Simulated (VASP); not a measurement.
# LiBi (Pm-3m) in VASP: further runs

The runs below take LiBi through single point, with LDA.

Everything below comes from runs of VASP 6.6.1. Logs are shortened: lines on timing, memory, paths and dates and some standing lists are left out, and cuts for length are marked.

**1. The cell of the first run**

The structure is cubic, space group Pm-3m (No. 221). The conventional cell has a = 3.525 Å, b = 3.525 Å, c = 3.525 Å, α = 90.00°, β = 90.00°, γ = 90.00°. Li (site symmetry m-3m) has 8 Bi at 3.05 Å and 6 Li at 3.53 Å within 4.0 Å. Bi (site symmetry m-3m) has 8 Li at 3.05 Å and 6 Bi at 3.53 Å within 4.0 Å.

**2. Single point, LDA**

Input file INCAR:

```
  PREC = Accurate
  ENCUT = 520
  EDIFF = 1E-6
  ISMEAR = 0
  SIGMA = 0.05
  LREAL = False
  LASPH = True
  NELM = 60
  ALGO = Normal
  ISIF = 2
  LWAVE = False
  LCHARG = False
  NBANDS = 16
```

Input file KPOINTS:

```
Automatic mesh
0
Gamma
  7 7 7
```

Input file POSCAR:

```
LiBi
1.0
    3.5251896997      0.0000000000      0.0000000000
    0.0000000000      3.5251896997      0.0000000000
    0.0000000000      0.0000000000      3.5251896997
Li Bi
1 1
Direct
    0.0000000000      0.0000000000      0.0000000000
    0.5000000000      0.5000000000      0.5000000000
```

Potentials or basis: VASP PAW LDA potentials, release 64 (Li_sv, Bi_d).

The run is started by

```
cat potpaw_LDA.64/Li_sv/POTCAR potpaw_LDA.64/Bi_d/POTCAR > POTCAR
mpirun -np 1 vasp_std > vasp.out
```

OUTCAR:

```text
PREC = Accurate
   ENCUT = 520
   EDIFF = 1E-6
   ISMEAR = 0
   LREAL = False
   LASPH = True
   NELM = 60
   ISIF = 2

 ion  position               nearest neighbor table
   1  0.000  0.000  0.000-   2 3.05   2 3.05   2 3.05   2 3.05   2 3.05   2 3.05   2 3.05   2 3.05

   2  0.500  0.500  0.500-   1 3.05   1 3.05   1 3.05   1 3.05   1 3.05   1 3.05   1 3.05   1 3.05

  LATTYP: Found a simple cubic cell.
 ALAT       =     3.5251896997

  Lattice vectors:

 A1 = (   3.5251896997,   0.0000000000,   0.0000000000)
 A2 = (   0.0000000000,   3.5251896997,   0.0000000000)
 A3 = (   0.0000000000,   0.0000000000,   3.5251896997)

Analysis of symmetry for initial positions (statically):
=====================================================================
 Subroutine PRICEL returns:
 Original cell was already a primitive cell.

 Routine SETGRP: Setting up the symmetry group for a
 simple cubic supercell.

 Subroutine GETGRP returns: Found 48 space group operations
 (whereof 48 operations were pure point group operations)
 out of a pool of 48 trial point group operations.

The static configuration has the point symmetry O_h .

Analysis of symmetry for dynamics (positions and initial velocities):
=====================================================================
 Subroutine PRICEL returns:
 Original cell was already a primitive cell.

 Routine SETGRP: Setting up the symmetry group for a
 simple cubic supercell.

 Subroutine GETGRP returns: Found 48 space group operations
 (whereof 48 operations were pure point group operations)
 out of a pool of 48 trial point group operations.

The dynamic configuration has the point symmetry O_h .

 Subroutine INISYM returns: Found 48 space group operations
 (whereof 48 operations are pure point group operations),
 and found     1 'primitive' translations

----------------------------------------------------------------------------------------

                                     Primitive cell

  volume of cell :      43.8074

  direct lattice vectors                    reciprocal lattice vectors
     3.525189700  0.000000000  0.000000000     0.283672677  0.000000000  0.000000000
     0.000000000  3.525189700  0.000000000     0.000000000  0.283672677  0.000000000
     0.000000000  0.000000000  3.525189700     0.000000000  0.000000000  0.283672677

  length of vectors
     3.525189700  3.525189700  3.525189700     0.283672677  0.283672677  0.283672677

  position of ions in fractional coordinates (direct lattice)
     0.000000000  0.000000000  0.000000000
     0.500000000  0.500000000  0.500000000

  ion indices of the primitive-cell ions
   primitive index   ion index
                 1           1
                 2           2

----------------------------------------------------------------------------------------

 KPOINTS: Automatic mesh

Automatic generation of k-mesh.
 Grid dimensions read from file:
 generate k-points for:    7    7    7

 Generating k-lattice:

  Cartesian coordinates                     Fractional coordinates (reciprocal lattice)
     0.040524668  0.000000000  0.000000000     0.142857143  0.000000000  0.000000000
     0.000000000  0.040524668  0.000000000     0.000000000  0.142857143  0.000000000
     0.000000000  0.000000000  0.040524668     0.000000000  0.000000000  0.142857143

  Length of vectors
     0.040524668  0.040524668  0.040524668

  Shift w.r.t. Gamma in fractional coordinates (k-lattice)
     0.000000000  0.000000000  0.000000000

 Subroutine IBZKPT returns following result:
 ===========================================

 Found     20 irreducible k-points:

 Following reciprocal coordinates:
            Coordinates               Weight
  0.000000  0.000000  0.000000      1.000000
  0.142857  0.000000  0.000000      6.000000
  0.285714  0.000000  0.000000      6.000000
  0.428571  0.000000  0.000000      6.000000
  0.142857  0.142857  0.000000     12.000000
  0.285714  0.142857  0.000000     24.000000
[... 12 lines left out ...]
  0.428571  0.428571  0.285714     24.000000
  0.428571  0.428571  0.428571      8.000000
   k-points           NKPTS =     20   k-points in BZ     NKDIM =     20   number of bands    NBANDS=     16
   number of dos      NEDOS =    301   number of ions     NIONS =      2
   total plane-waves  NPLWV =  21952
   dimension x,y,z NGX =    28 NGY =   28 NGZ =   28
   dimension x,y,z NGXF=    56 NGYF=   56 NGZF=   56
   ions per type =               1   1
   NGX,Y,Z   is equivalent  to a cutoff of  13.20, 13.20, 13.20 a.u.
   NGXF,Y,Z  is equivalent  to a cutoff of  26.41, 26.41, 26.41 a.u.
 SYSTEM =  unknown system
   PREC   = accura    normal or accurate (medium, high low for compatibility)
   ISTART =      0    job   : 0-new  1-cont  2-samecut
   ICHARG =      2    charge: 1-file 2-atom 10-const
   ISPIN  =      1    spin polarized calculation?
   LNONCOLLINEAR =      F non collinear calculations
   LSORBIT =      F    spin-orbit coupling
   LASPH  =      T    aspherical Exc in radial PAW
   ENCUT  =  520.0 eV  38.22 Ry    6.18 a.u.   6.55  6.55  6.55*2*pi/ulx,y,z
   NELM   =     60;   NELMIN=  2; NELMDL= -5     # of ELM steps
   EDIFF  = 0.1E-05   stopping-criterion for ELM
   LREAL  =      F    real-space projection
   EDIFFG = 0.1E-04   stopping-criterion for IOM
   NSW    =      0    number of steps for IOM
   IBRION =     -1    ionic relax: 0-MD 1-quasi-New 2-CG
   NFREE  =      0    steps in history (QN), initial steepest desc. (CG)
   ISIF   =      2    stress and relaxation
   ISYM   =      2    0-nonsym 1-usesym 2-fastsym
   POTIM  = 0.5000    time-step for ionic-motion
   TEBEG  =    0.0;   TEEND  =   0.0 temperature during run
   PSTRESS=    0.0 pullay stress
   NELECT =      18.0000    total number of electrons
   NUPDOWN=      -1.0000    fix difference up-down
   EMIN   =  10.00;   EMAX   =-10.00  energy-range for DOS
   EFERMI =   0.00;   METHOD = LEGACY
   ISMEAR =     0;   SIGMA  =   0.05  broadening in eV -4-tet -1-fermi 0-gaus
   EFERMI_NEDOS =   21; number of points for ismear=-14 and -15
   IALGO  =     38    algorithm
   IMIX   =      4    mixing-type and parameters
     AMIX     =   0.40;   BMIX     =  1.00
     AMIX_MAG =   1.60;   BMIX_MAG =  1.00
  volume/ion in A,a.u.               =      21.90       147.81
  Fermi-wavevector in a.u.,A,eV,Ry     =   1.217073  2.299934 20.153846  1.481266
  Thomas-Fermi vector in A             =   2.352405
   LORBIT       =      0    0 simple, 1 ext, 2 COOP (PROOUT), +10 PAW based schemes
   GGA     = CA    functional components
   LHFCALC =     F    Hartree Fock is set to
   AEXX    =    0.0000 exact exchange contribution
   IVDW    =     0    specifies the selected vdW correction
   LEPSILON=     F    determine dielectric tensor
   LRPA    =     F    only Hartree local field effects (RPA)
 non-spin polarized calculation
 Gauss-broadening in eV      SIGMA  =   0.05
  energy-cutoff  :      520.00
  volume of cell :       43.81
 maximum number of plane-waves:      1197
 NGX is ok and might be reduce to    28
   NGX = 13   NGY = 13   NGZ = 13

 number of electron      18.0000021 magnetization

 Free energy of the ion-electron system (eV)
  ---------------------------------------------------
  ext. energy  EPLUGINS =         0.00000000
  ---------------------------------------------------
  free energy    TOTEN  =        -7.41180794 eV

  energy without entropy =       -7.41056135  energy(sigma->0) =       -7.41118464

 E-fermi :   6.2428     XC(G=0):  -9.8646

 val. band max:        6.2085075333   @ k =   0.2857   0.1429   0.1429
 cond. band min:       6.5000576524   @ k =   0.2857   0.1429   0.1429
 fundamental gap:      0.2915501191
 Fermi energy:         6.2428332576

 k-point     1 :       0.0000    0.0000    0.0000
  band No.  band energies     occupation
      1     -39.5827      2.00000
      2     -16.4656      2.00000
      3     -16.4656      2.00000
      4     -16.3305      2.00000
      5     -16.3305      2.00000
      6     -16.3305      2.00000
[... 8 lines left out ...]
     15      17.7462      0.00000
     16      17.7462      0.00000

 k-point     2 :       0.1429    0.0000    0.0000
  band No.  band energies     occupation
      1     -39.5824      2.00000
      2     -16.4644      2.00000
      3     -16.4404      2.00000
      4     -16.3383      2.00000
      5     -16.3383      2.00000
      6     -16.3299      2.00000
[... 8 lines left out ...]
     15      16.7381      0.00000
     16      17.0668      0.00000

 k-point     3 :       0.2857    0.0000    0.0000
  band No.  band energies     occupation
      1     -39.5818      2.00000
      2     -16.4618      2.00000
      3     -16.3836      2.00000
      4     -16.3557      2.00000
      5     -16.3557      2.00000
      6     -16.3284      2.00000
[... 8 lines left out ...]
     15      15.7765      0.00000
     16      16.8436      0.00000

 k-point     4 :       0.4286    0.0000    0.0000
  band No.  band energies     occupation
      1     -39.5812      2.00000
      2     -16.4597      2.00000
      3     -16.3696      2.00000
      4     -16.3696      2.00000
      5     -16.3381      2.00000
      6     -16.3272      2.00000
[... 8 lines left out ...]
     15      15.0184      0.00000
     16      15.0532      0.00000
[... 248 lines left out ...]
 k-point    18 :       0.4286    0.2857    0.2857
  band No.  band energies     occupation
      1     -39.5796      2.00000
      2     -16.3971      2.00000
      3     -16.3969      2.00000
      4     -16.3800      2.00000
      5     -16.3331      2.00000
      6     -16.2866      2.00000
[... 8 lines left out ...]
     15      20.3341      0.00000
     16      20.3638      0.00000

 k-point    19 :       0.4286    0.4286    0.2857
  band No.  band energies     occupation
      1     -39.5791      2.00000
      2     -16.4136      2.00000
      3     -16.3956      2.00000
      4     -16.3956      2.00000
      5     -16.3091      2.00000
      6     -16.2608      2.00000
[... 8 lines left out ...]
     15      21.4109      0.00000
     16      22.9242      0.00000

 k-point    20 :       0.4286    0.4286    0.4286
  band No.  band energies     occupation
      1     -39.5786      2.00000
      2     -16.4124      2.00000
      3     -16.4124      2.00000
      4     -16.4123      2.00000
      5     -16.2599      2.00000
      6     -16.2599      2.00000
[... 8 lines left out ...]
     15      24.6081      0.00000
     16      24.6082      0.00000

------------------------ aborting loop because EDIFF is reached ----------------------------------------

  FORCE on cell =-STRESS in cart. coord.  units (eV):
  Direction    XX          YY          ZZ          XY          YZ          ZX
  --------------------------------------------------------------------------------------
  -------------------------------------------------------------------------------------
  Total        0.0272557      0.0272557      0.0272557      0.0000000     -0.0000000      0.0000000
  in kB        0.9968273      0.9968273      0.9968273      0.0000000     -0.0000000      0.0000000
  external PRESSURE =       0.9968273 kB  Pullay stress =       0.0000000 kB

 VOLUME and BASIS-vectors are now :
 -----------------------------------------------------------------------------
  energy-cutoff  :      520.00
  volume of cell :       43.81
      direct lattice vectors                 reciprocal lattice vectors
     3.525189700  0.000000000  0.000000000     0.283672677  0.000000000  0.000000000
     0.000000000  3.525189700  0.000000000     0.000000000  0.283672677  0.000000000
     0.000000000  0.000000000  3.525189700     0.000000000  0.000000000  0.283672677

 POSITION                                       TOTAL-FORCE (eV/Angst)
 -----------------------------------------------------------------------------------
      0.00000      0.00000      0.00000         0.000000      0.000000      0.000000
      1.76259      1.76259      1.76259         0.000000      0.000000      0.000000
 -----------------------------------------------------------------------------------
    total drift:                                0.000000      0.000000      0.000000

  FREE ENERGIE OF THE ION-ELECTRON SYSTEM (eV)
  ---------------------------------------------------
  free  energy   TOTEN  =        -7.4118079372 eV

  energy  without entropy=       -7.4105613500  energy(sigma->0) =       -7.41118464
```

Wall time 7.8 s (1 thread of Intel Xeon Platinum 8259CL at 2.50GHz (Skylake/Cascade Lake), shared host); peak memory 0.14 GiB.

Results:

```
Free energy            : -7.4118 eV
Band gap on the k mesh : zero (bands 9 and 10 overlap by 4.65 eV)
```

Caveat: the cutoff is under 1.25 times the usual one of these potentials, so pressure, stress and relaxed cells hold a basis-set (Pulay) error; spin-orbit coupling is left out, which moves the levels of the heavy elements.

**3. Single point, LDA**

This run uses another cell than the first one, of 22.34 Å³/atom.

Input file INCAR:

```
SYSTEM = LiBi
ALGO = Normal
EDIFF = 1E-6
ENCUT = 520
ISIF = 2
ISMEAR = 0
LASPH = .True.
LCHARG = .True.
LELF = .True.
LREAL = .False.
LVHAR = .True.
LWAVE = .False.
NBANDS = 16
NELM = 100
PREC = Accurate
SIGMA = 0.05
```

Input file KPOINTS:

```
k-points
0
Gamma
  7 7 7
  0 0 0
```

Input file POSCAR:

```
LiBi
1.0
    3.5485360073      0.0000000000      0.0000000000
    0.0000000000      3.5485360073      0.0000000000
    0.0000000000      0.0000000000      3.5485360073
Li Bi
1 1
Direct
    0.0000000000      0.0000000000      0.0000000000
    0.5000000000      0.5000000000      0.5000000000
```

Potentials or basis: VASP PAW LDA potentials, release 64 (Li_sv, Bi_d).

The run is started by

```
cat potpaw_LDA.64/Li_sv/POTCAR potpaw_LDA.64/Bi_d/POTCAR > POTCAR
mpirun -np 1 vasp_std > vasp.out
```

OUTCAR:

```text
SYSTEM = LiBi
   EDIFF = 1E-6
   ENCUT = 520
   ISIF = 2
   ISMEAR = 0
   LASPH = .True.
   LREAL = .False.
   NELM = 100
   PREC = Accurate

 ion  position               nearest neighbor table
   1  0.000  0.000  0.000-   2 3.07   2 3.07   2 3.07   2 3.07   2 3.07   2 3.07   2 3.07   2 3.07

   2  0.500  0.500  0.500-   1 3.07   1 3.07   1 3.07   1 3.07   1 3.07   1 3.07   1 3.07   1 3.07

  LATTYP: Found a simple cubic cell.
 ALAT       =     3.5485360073

  Lattice vectors:

 A1 = (   3.5485360073,   0.0000000000,   0.0000000000)
[... 561 lines left out ...]

  FORCE on cell =-STRESS in cart. coord.  units (eV):
  Direction    XX          YY          ZZ          XY          YZ          ZX
  --------------------------------------------------------------------------------------
  -------------------------------------------------------------------------------------
  Total       -0.2104671     -0.2104671     -0.2104671      0.0000000      0.0000000     -0.0000000
  in kB       -7.5465289     -7.5465289     -7.5465289      0.0000000      0.0000000     -0.0000000
  external PRESSURE =      -7.5465289 kB  Pullay stress =       0.0000000 kB

 VOLUME and BASIS-vectors are now :
 -----------------------------------------------------------------------------
  energy-cutoff  :      520.00
  volume of cell :       44.68
      direct lattice vectors                 reciprocal lattice vectors
     3.548536007  0.000000000  0.000000000     0.281806356  0.000000000  0.000000000
     0.000000000  3.548536007  0.000000000     0.000000000  0.281806356  0.000000000
     0.000000000  0.000000000  3.548536007     0.000000000  0.000000000  0.281806356

 POSITION                                       TOTAL-FORCE (eV/Angst)
 -----------------------------------------------------------------------------------
      0.00000      0.00000      0.00000         0.000000      0.000000      0.000000
      1.77427      1.77427      1.77427         0.000000      0.000000      0.000000
 -----------------------------------------------------------------------------------
    total drift:                                0.000000      0.000000      0.000000

  FREE ENERGIE OF THE ION-ELECTRON SYSTEM (eV)
  ---------------------------------------------------
  free  energy   TOTEN  =        -7.4100458954 eV

  energy  without entropy=       -7.4087820561  energy(sigma->0) =       -7.40941398
```

OSZICAR:

```text
N       E                     dE             d eps       ncg     rms          rms(c)
DAV:   1     0.129107892692E+03    0.12911E+03   -0.88912E+03   640   0.128E+03
DAV:   2     0.662984395058E+00   -0.12844E+03   -0.12497E+03   712   0.321E+02
DAV:   3    -0.715213933508E+01   -0.78151E+01   -0.77854E+01   824   0.803E+01
DAV:   4    -0.743748327596E+01   -0.28534E+00   -0.28525E+00   920   0.157E+01
DAV:   5    -0.744383868132E+01   -0.63554E-02   -0.63553E-02   904   0.198E+00    0.952E-01
DAV:   6    -0.741807442530E+01    0.25764E-01   -0.30574E-02   832   0.229E+00    0.479E-01
DAV:   7    -0.741065144745E+01    0.74230E-02   -0.14032E-02  1016   0.138E+00    0.116E-01
DAV:   8    -0.741004257981E+01    0.60887E-03   -0.82974E-04   880   0.376E-01    0.146E-02
DAV:   9    -0.741004532584E+01   -0.27460E-05   -0.61381E-05   872   0.704E-02    0.993E-03
DAV:  10    -0.741004589541E+01   -0.56957E-06   -0.28105E-06   840   0.138E-02
   1 F= -.74100459E+01 E0= -.74094140E+01  d E =-.126384E-02
```

Run time: 8.5 s. Hardware: 1 thread of Intel Xeon Platinum 8259CL at 2.50GHz (Skylake/Cascade Lake), shared host; peak memory 0.14 GiB.

What came out:

```
Free energy            : -7.4100 eV
Band gap on the k mesh : zero (bands 9 and 10 overlap by 4.54 eV)
```

Caveat: the cutoff is under 1.25 times the usual one of these potentials, so pressure, stress and relaxed cells hold a basis-set (Pulay) error; spin-orbit coupling is left out, which moves the levels of the heavy elements.
